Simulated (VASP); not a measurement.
# MoS2 in VASP: a series of runs

Runs on MoS2. Level: r2SCAN. Tasks: single point.

All numbers are computed with VASP 6.6.1; they aren't measurements. Logs are shortened: lines on timing, memory, paths and dates and some standing lists are left out, and cuts for length are marked.

### 1 The cell of the first run

The cell holds a slab with vacuum, 3 atoms: a = 3.184 Å, b = 3.184 Å, c = 17.335 Å, α = 90.00°, β = 90.00°, γ = 120.00°.

### 2 Single point, r2SCAN

File POSCAR:

```
MoS2
1.0
    3.1841260000      0.0000000000      0.0000000000
   -1.5920630000      2.7575340049      0.0000000000
    0.0000000000      0.0000000000     17.3346000000
Mo S
1 2
Direct
    0.0000000000      0.0000000000      0.0000000000
    0.3333333333      0.6666666667      0.0894900000
    0.3333333333      0.6666666667      0.9105100000
```

File INCAR.step1:

```
SYSTEM = MoS2
  ALGO = Normal
  EDIFF = 1E-4
  ENCUT = 520
  GGA = PE
  ISMEAR = 0
  LASPH = .TRUE.
  LCHARG = .FALSE.
  LREAL = .FALSE.
  LWAVE = .TRUE.
  NBANDS = 20
  NELM = 100
  PREC = Accurate
  SIGMA = 0.1
```

File INCAR.step2:

```
SYSTEM = MoS2
  ALGO = Normal
  EDIFF = 1E-6
  ENCUT = 520
  ISIF = 2
  ISMEAR = 0
  ISTART = 1
  LASPH = .TRUE.
  LCHARG = .TRUE.
  LELF = .TRUE.
  LMIXTAU = .TRUE.
  LREAL = .FALSE.
  LVHAR = .TRUE.
  LWAVE = .FALSE.
  METAGGA = R2SCAN
  NBANDS = 20
  NELM = 100
  PREC = Accurate
  SIGMA = 0.1
```

File KPOINTS:

```
k-points
0
G
  3 3 1
  0 0 0
```

Potentials or basis: VASP PAW PBE potentials, release 64 (Mo_sv, S).

Launch:

```
cat potpaw_PBE.64/Mo_sv/POTCAR potpaw_PBE.64/S/POTCAR > POTCAR
cp INCAR.step1 INCAR
mpirun -np 1 vasp_std > vasp.out
cp INCAR.step2 INCAR
mpirun -np 1 vasp_std > vasp.out
```

OUTCAR:

```text
SYSTEM = MoS2
   EDIFF = 1E-6
   ENCUT = 520
   ISIF = 2
   ISMEAR = 0
   ISTART = 1
   LASPH = .TRUE.
   LREAL = .FALSE.
   METAGGA = R2SCAN
   NELM = 100
   PREC = Accurate

 ion  position               nearest neighbor table
   1  0.000  0.000  0.000-   2 2.41   3 2.41   2 2.41   3 2.41   2 2.41   3 2.41
   2  0.333  0.667  0.089-   1 2.41   1 2.41   1 2.41
   3  0.333  0.667  0.911-   1 2.41   1 2.41   1 2.41

  LATTYP: Found a hexagonal cell.
 ALAT       =     3.1841260000
 C/A-ratio  =     5.4440684822

  Lattice vectors:

 A1 = (   3.1841260000,   0.0000000000,   0.0000000000)
 A2 = (  -1.5920630000,   2.7575340049,   0.0000000000)
 A3 = (   0.0000000000,   0.0000000000,  17.3346000000)

Analysis of symmetry for initial positions (statically):
=====================================================================
 Subroutine PRICEL returns:
 Original cell was already a primitive cell.

 Routine SETGRP: Setting up the symmetry group for a
 hexagonal supercell.

 Subroutine GETGRP returns: Found 12 space group operations
 (whereof 12 operations were pure point group operations)
 out of a pool of 24 trial point group operations.

The static configuration has the point symmetry D_3h.

Analysis of symmetry for dynamics (positions and initial velocities):
=====================================================================
 Subroutine PRICEL returns:
 Original cell was already a primitive cell.

 Routine SETGRP: Setting up the symmetry group for a
 hexagonal supercell.

 Subroutine GETGRP returns: Found 12 space group operations
 (whereof 12 operations were pure point group operations)
 out of a pool of 24 trial point group operations.

The dynamic configuration has the point symmetry D_3h.

 Subroutine INISYM returns: Found 12 space group operations
 (whereof 12 operations are pure point group operations),
 and found     1 'primitive' translations

----------------------------------------------------------------------------------------

                                     Primitive cell

  volume of cell :     152.2036

  direct lattice vectors                    reciprocal lattice vectors
     3.184126000  0.000000000  0.000000000     0.314057924  0.181321427  0.000000000
    -1.592063000  2.757534005  0.000000000     0.000000000  0.362642853  0.000000000
     0.000000000  0.000000000 17.334600000     0.000000000  0.000000000  0.057688092

  length of vectors
     3.184126000  3.184126000 17.334600000     0.362642853  0.362642853  0.057688092

  position of ions in fractional coordinates (direct lattice)
     0.000000000  0.000000000  0.000000000
     0.333333333  0.666666667  0.089490000
     0.333333333  0.666666667  0.910510000

  ion indices of the primitive-cell ions
   primitive index   ion index
                 1           1
                 2           2
                 3           3

----------------------------------------------------------------------------------------

 KPOINTS: k-points

Automatic generation of k-mesh.
 Grid dimensions read from file:
 generate k-points for:    3    3    1

 Generating k-lattice:

  Cartesian coordinates                     Fractional coordinates (reciprocal lattice)
     0.104685975  0.060440476  0.000000000     0.333333333  0.000000000  0.000000000
     0.000000000  0.120880951  0.000000000     0.000000000  0.333333333  0.000000000
     0.000000000  0.000000000  0.057688092     0.000000000  0.000000000  1.000000000

  Length of vectors
     0.120880951  0.120880951  0.057688092

  Shift w.r.t. Gamma in fractional coordinates (k-lattice)
     0.000000000  0.000000000  0.000000000

 Subroutine IBZKPT returns following result:
 ===========================================

 Found      3 irreducible k-points:

 Following reciprocal coordinates:
            Coordinates               Weight
  0.000000  0.000000  0.000000      1.000000
  0.333333  0.000000  0.000000      6.000000
  0.333333  0.333333  0.000000      2.000000
   k-points           NKPTS =      3   k-points in BZ     NKDIM =      3   number of bands    NBANDS=     20
   number of dos      NEDOS =    301   number of ions     NIONS =      3
   total plane-waves  NPLWV =  80640
   dimension x,y,z NGX =    24 NGY =   24 NGZ =  140
   dimension x,y,z NGXF=    48 NGYF=   48 NGZF=  280
   ions per type =               1   2
   NGX,Y,Z   is equivalent  to a cutoff of  12.53, 12.53, 13.43 a.u.
   NGXF,Y,Z  is equivalent  to a cutoff of  25.06, 25.06, 26.85 a.u.
 SYSTEM =  MoS2
   PREC   = accura    normal or accurate (medium, high low for compatibility)
   ISTART =      1    job   : 0-new  1-cont  2-samecut
   ICHARG =      0    charge: 1-file 2-atom 10-const
   ISPIN  =      1    spin polarized calculation?
   LNONCOLLINEAR =      F non collinear calculations
   LSORBIT =      F    spin-orbit coupling
   LASPH  =      T    aspherical Exc in radial PAW
   ENCUT  =  520.0 eV  38.22 Ry    6.18 a.u.   5.92  5.92 32.23*2*pi/ulx,y,z
   NELM   =    100;   NELMIN=  2; NELMDL=  0     # of ELM steps
   EDIFF  = 0.1E-05   stopping-criterion for ELM
   LREAL  =      F    real-space projection
   EDIFFG = 0.1E-04   stopping-criterion for IOM
   NSW    =      0    number of steps for IOM
   IBRION =     -1    ionic relax: 0-MD 1-quasi-New 2-CG
   NFREE  =      0    steps in history (QN), initial steepest desc. (CG)
   ISIF   =      2    stress and relaxation
   ISYM   =      2    0-nonsym 1-usesym 2-fastsym
   POTIM  = 0.5000    time-step for ionic-motion
   TEBEG  =    0.0;   TEEND  =   0.0 temperature during run
   PSTRESS=    0.0 pullay stress
   NELECT =      26.0000    total number of electrons
   NUPDOWN=      -1.0000    fix difference up-down
   EMIN   =  10.00;   EMAX   =-10.00  energy-range for DOS
   EFERMI =   0.00;   METHOD = LEGACY
   ISMEAR =     0;   SIGMA  =   0.10  broadening in eV -4-tet -1-fermi 0-gaus
   EFERMI_NEDOS =   21; number of points for ismear=-14 and -15
   IALGO  =     38    algorithm
   IMIX   =      4    mixing-type and parameters
     AMIX     =   0.40;   BMIX     =  1.00
     AMIX_MAG =   1.60;   BMIX_MAG =  1.00
  volume/ion in A,a.u.               =      50.73       342.37
  Fermi-wavevector in a.u.,A,eV,Ry     =   0.908359  1.716550 11.226391  0.825116
  Thomas-Fermi vector in A             =   2.032276
   LORBIT       =      0    0 simple, 1 ext, 2 COOP (PROOUT), +10 PAW based schemes
   METAGGA = R2SCAN    functional components
   LHFCALC =     F    Hartree Fock is set to
   AEXX    =    0.0000 exact exchange contribution
   IVDW    =     0    specifies the selected vdW correction
   LEPSILON=     F    determine dielectric tensor
   LRPA    =     F    only Hartree local field effects (RPA)
 non-spin polarized calculation
 Gauss-broadening in eV      SIGMA  =   0.10
  energy-cutoff  :      520.00
  volume of cell :      152.20
 maximum number of plane-waves:      4098
 NGX is ok and might be reduce to    24
   NGX = 11   NGY = 11   NGZ = 65

 number of electron      25.9999999 magnetization

 Free energy of the ion-electron system (eV)
  ---------------------------------------------------
  ext. energy  EPLUGINS =         0.00000000
  ---------------------------------------------------
  free energy    TOTEN  =       -45.03538992 eV

  energy without entropy =      -45.03538992  energy(sigma->0) =      -45.03538992

 E-fermi :  -1.0641     XC(G=0):  -4.4546

 val. band max:       -1.5498568593   @ k =   0.0000   0.0000   0.0000
 cond. band min:       0.1690314028   @ k =   0.3333   0.3333   0.0000
 fundamental gap:      1.7188882621
 Fermi energy:        -1.0641139239

 k-point     1 :       0.0000    0.0000    0.0000
  band No.  band energies     occupation
      1     -64.3336      2.00000
      2     -37.8106      2.00000
      3     -37.5169      2.00000
      4     -37.5169      2.00000
      5     -16.4289      2.00000
      6     -15.0401      2.00000
      7      -7.4851      2.00000
      8      -4.3861      2.00000
      9      -4.3861      2.00000
     10      -3.5063      2.00000
     11      -3.2890      2.00000
     12      -3.2890      2.00000
     13      -1.5499      2.00000
     14       1.3115      0.00000
     15       1.3115      0.00000
     16       1.5865      0.00000
     17       1.5865      0.00000
     18       4.3438      0.00000
     19       4.7331      0.00000
     20       5.1185      0.00000

 k-point     2 :       0.3333    0.0000    0.0000
  band No.  band energies     occupation
      1     -64.3027      2.00000
      2     -37.8187      2.00000
      3     -37.7485      2.00000
      4     -37.5860      2.00000
      5     -15.0735      2.00000
      6     -14.5185      2.00000
      7      -7.0988      2.00000
      8      -6.0139      2.00000
      9      -5.7201      2.00000
     10      -4.6827      2.00000
     11      -3.3604      2.00000
     12      -3.1464      2.00000
     13      -2.5653      2.00000
     14       0.7993      0.00000
     15       0.9369      0.00000
     16       2.0813      0.00000
     17       2.7221      0.00000
     18       6.2276      0.00000
     19       6.5301      0.00000
     20       6.8192      0.00000

 k-point     3 :       0.3333    0.3333    0.0000
  band No.  band energies     occupation
      1     -64.2871      2.00000
      2     -37.8186      2.00000
      3     -37.7709      2.00000
      4     -37.7172      2.00000
      5     -14.2202      2.00000
      6     -14.1527      2.00000
      7      -7.2867      2.00000
      8      -6.4452      2.00000
      9      -5.8576      2.00000
     10      -5.3718      2.00000
     11      -4.6605      2.00000
     12      -3.9275      2.00000
     13      -1.5837      2.00000
     14       0.1690      0.00000
     15       1.7018      0.00000
     16       2.2294      0.00000
     17       3.6087      0.00000
     18       6.0476      0.00000
     19       6.5412      0.00000
     20       8.6311      0.00000

------------------------ aborting loop because EDIFF is reached ----------------------------------------

  FORCE on cell =-STRESS in cart. coord.  units (eV):
  Direction    XX          YY          ZZ          XY          YZ          ZX
  --------------------------------------------------------------------------------------
  -------------------------------------------------------------------------------------
  Total        0.0731494      0.0731494     -0.4071902      0.0000000      0.0000000      0.0000000
  in kB        0.7700105      0.7700105     -4.2863044      0.0000000      0.0000000      0.0000000
  external PRESSURE =      -0.9154278 kB  Pullay stress =       0.0000000 kB

 VOLUME and BASIS-vectors are now :
 -----------------------------------------------------------------------------
  energy-cutoff  :      520.00
  volume of cell :      152.20
      direct lattice vectors                 reciprocal lattice vectors
     3.184126000  0.000000000  0.000000000     0.314057924  0.181321427  0.000000000
    -1.592063000  2.757534005  0.000000000     0.000000000  0.362642853  0.000000000
     0.000000000  0.000000000 17.334600000     0.000000000  0.000000000  0.057688092

 POSITION                                       TOTAL-FORCE (eV/Angst)
 -----------------------------------------------------------------------------------
      0.00000      0.00000      0.00000        -0.000000      0.000000      0.000000
     -0.00000      1.83836      1.55127         0.000000      0.000000     -0.126040
     -0.00000      1.83836     15.78333         0.000000      0.000000      0.126040
 -----------------------------------------------------------------------------------
    total drift:                                0.000001     -0.000001     -0.000000

  FREE ENERGIE OF THE ION-ELECTRON SYSTEM (eV)
  ---------------------------------------------------
  free  energy   TOTEN  =       -45.0353899201 eV

  energy  without entropy=      -45.0353899201  energy(sigma->0) =      -45.03538992
```

Wall time 45 s (1 thread of Intel Xeon 6975P-C (Granite Rapids), shared host); peak memory 0.28 GiB.

What came out:

| Item | Value |
| --- | --- |
| Free energy | -45.0354 eV |
| Largest force | 0.126 eV/Å |
| Band gap on the k mesh | 1.72 eV, indirect (least direct gap 1.75 eV) |

Forces on the atoms (eV/Å):
```
Mo   0.000  0.000  0.000
S    0.000  0.000 -0.126
S    0.000  0.000  0.126
```

Levels at points of the mesh, in eV from the valence-band top:
| k point | band 9 | band 10 | band 11 | band 12 | band 13 | band 14 | band 15 | band 16 | band 17 | band 18 |
| --- | --- | --- | --- | --- | --- | --- | --- | --- | --- | --- |
| (0.00, 0.00, 0.00) | -2.84 | -1.96 | -1.74 | -1.74 | 0.00 | 2.86 | 2.86 | 3.14 | 3.14 | 5.89 |

Caveat: the k points lie up to 0.76 Å⁻¹ apart; the PAW data sets were made with another functional, which shifts forces and pressure a little.

### 3 Single point, r2SCAN

POSCAR is that of step 2.

File INCAR.step1:

```
PREC = Accurate
ENCUT = 520
ISMEAR = 0
SIGMA = 0.1
LREAL = False
LASPH = True
NELM = 60
NBANDS = 20
GGA = PE
ALGO = Normal
EDIFF = 1E-4
LWAVE = True
LCHARG = False
```

File INCAR.step2:

```
PREC = Accurate
ENCUT = 520
EDIFF = 1E-6
ISMEAR = 0
SIGMA = 0.1
LREAL = False
LASPH = True
NELM = 60
ALGO = Normal
ISIF = 2
LWAVE = False
LCHARG = False
METAGGA = R2SCAN
LMIXTAU = True
NBANDS = 20
ISTART = 1
```

File KPOINTS:

```
Automatic mesh
0
Gamma
  4 4 1
```

Potentials or basis: VASP PAW PBE potentials, release 64 (Mo_sv, S).

Launch:

```
cat potpaw_PBE.64/Mo_sv/POTCAR potpaw_PBE.64/S/POTCAR > POTCAR
cp INCAR.step1 INCAR
mpirun -np 1 vasp_std > vasp.out
cp INCAR.step2 INCAR
mpirun -np 1 vasp_std > vasp.out
```

It took 45 s on 1 thread of Intel Xeon 6975P-C (Granite Rapids), shared host; peak memory 0.29 GiB.

The run converged. Its results:

```
Free energy            : -45.0563 eV
Largest force          : 0.006 eV/Å
Band gap on the k mesh : 2.25 eV, indirect (least direct gap 2.87 eV)
```

Forces in eV/Å, atoms in the order of the input:
```
Mo   0.000  0.000  0.000
S    0.000  0.000 -0.006
S    0.000  0.000  0.006
```

Levels at points of the mesh, in eV from the valence-band top:
```tsv
k point	band 11	band 12	band 13	band 14	band 15	band 16
(0.00, 0.00, 0.00)	-1.72	-1.72	0.00	2.88	2.88	3.14
(0.50, 0.00, 0.00)	-2.05	-1.18	-0.70	2.32	2.85	4.16
```

Caveat: the k points lie up to 0.57 Å⁻¹ apart; the PAW data sets were made with another functional, which shifts forces and pressure a little.

### 4 Single point, r2SCAN

POSCAR is that of step 3.

File INCAR.step1:

```
ALGO = Normal
EDIFF = 1E-4
ENCUT = 520
GGA = PE
ISMEAR = 0
LASPH = True
LCHARG = False
LREAL = False
LWAVE = True
NBANDS = 20
NELM = 80
PREC = Accurate
SIGMA = 0.1
```

File INCAR.step2:

```
ALGO = Normal
EDIFF = 1E-6
ENCUT = 520
ISIF = 2
ISMEAR = 0
ISTART = 1
LASPH = True
LCHARG = False
LMIXTAU = True
LREAL = False
LWAVE = False
METAGGA = R2SCAN
NBANDS = 20
NELM = 80
PREC = Accurate
SIGMA = 0.1
```

File KPOINTS:

```
k-points
0
Gamma
  5 5 1
```

Launch:

```
cat potpaw_PBE.64/Mo_sv/POTCAR potpaw_PBE.64/S/POTCAR > POTCAR
cp INCAR.step1 INCAR
mpirun -np 1 vasp_std > vasp.out
cp INCAR.step2 INCAR
mpirun -np 1 vasp_std > vasp.out
```

It took 54 s on 1 thread of Intel Xeon 6975P-C (Granite Rapids), shared host; peak memory 0.28 GiB.

The run converged. Its results:

```yaml
Free_energy: -44.9995 eV
Largest_force: 0.026 eV/Å
Band_gap_on_the_k_mesh: 2.06 eV, indirect (least direct gap 2.41 eV)
```

Forces in eV/Å, atoms in the order of the input:
```
Mo   0.000  0.000  0.000
S    0.000  0.000  0.026
S    0.000  0.000 -0.026
```

Levels at points of the mesh, in eV from the valence-band top:
```csv
k point,band 10,band 11,band 12,band 13,band 14,band 15,band 16,band 17
"(0.00, 0.00, 0.00)",-1.91,-1.72,-1.72,0.00,2.88,2.88,3.15,3.15
```

Caveat: the k points lie up to 0.46 Å⁻¹ apart; the PAW data sets were made with another functional, which shifts forces and pressure a little.

### 5 Single point, r2SCAN

POSCAR is that of step 4.

File INCAR.step1:

```
SYSTEM = MoS2
ALGO = Normal
EDIFF = 1E-4
ENCUT = 520
GGA = PE
ISMEAR = 0
LASPH = .True.
LCHARG = .False.
LREAL = .False.
LWAVE = .True.
NBANDS = 20
NELM = 60
PREC = Accurate
SIGMA = 0.1
```

File INCAR.step2:

```
SYSTEM = MoS2
ALGO = Normal
EDIFF = 1E-7
ENCUT = 520
ISIF = 2
ISMEAR = 0
ISTART = 1
LASPH = .True.
LCHARG = .False.
LMIXTAU = .True.
LREAL = .False.
LWAVE = .False.
METAGGA = R2SCAN
NBANDS = 20
NELM = 60
PREC = Accurate
SIGMA = 0.1
```

File KPOINTS:

```
k-points
0
Gamma
  6 6 1
  0 0 0
```

Launch:

```
cat potpaw_PBE.64/Mo_sv/POTCAR potpaw_PBE.64/S/POTCAR > POTCAR
cp INCAR.step1 INCAR
mpirun -np 1 vasp_std > vasp.out
cp INCAR.step2 INCAR
mpirun -np 1 vasp_std > vasp.out
```

It took 99 s on 1 thread of Intel Xeon 6975P-C (Granite Rapids), shared host; peak memory 0.29 GiB.

Results (log left out):

- Free energy: -44.9999 eV
- Largest force: 0.027 eV/Å
- Band gap on the k mesh: 1.68 eV, indirect (least direct gap 1.77 eV)

Forces in eV/Å, atoms in the order of the input:
```
Mo   0.000  0.000  0.000
S    0.000  0.000  0.027
S    0.000  0.000 -0.027
```

Levels at points of the mesh, in eV from the valence-band top:
```
           k point  band 9  band 10  band 11  band 12  band 13  band 14  band 15  band 16  band 17  band 18
(0.00, 0.00, 0.00)   -2.87    -1.91    -1.72    -1.72     0.00     2.88     2.88     3.14     3.14     5.93
(0.50, 0.00, 0.00)   -4.33    -3.44    -2.04    -1.18    -0.70     2.32     2.85     4.16     4.53     6.57
```

Caveat: the PAW data sets were made with another functional, which shifts forces and pressure a little.

### 6 Summary

```tsv
k mesh	gap on the mesh (eV)	largest force (eV/Å)
3 × 3 × 1	1.72	0.13
4 × 4 × 1	2.25	0.01
5 × 5 × 1	2.06	0.03
6 × 6 × 1	1.68	0.03
```

Alike in all rows: task single point; level r2SCAN; potentials or basis VASP PAW PBE potentials, release 64 (Mo_sv, S); no spin polarisation; cell as given; cutoff (eV) 520; smearing gaussian 0.1 eV.

Caveats: some runs use coarse meshes; the PAW data sets were made with another functional, which shifts forces and pressure a little.

Absolute energies hang on the potentials; compare differences alone.
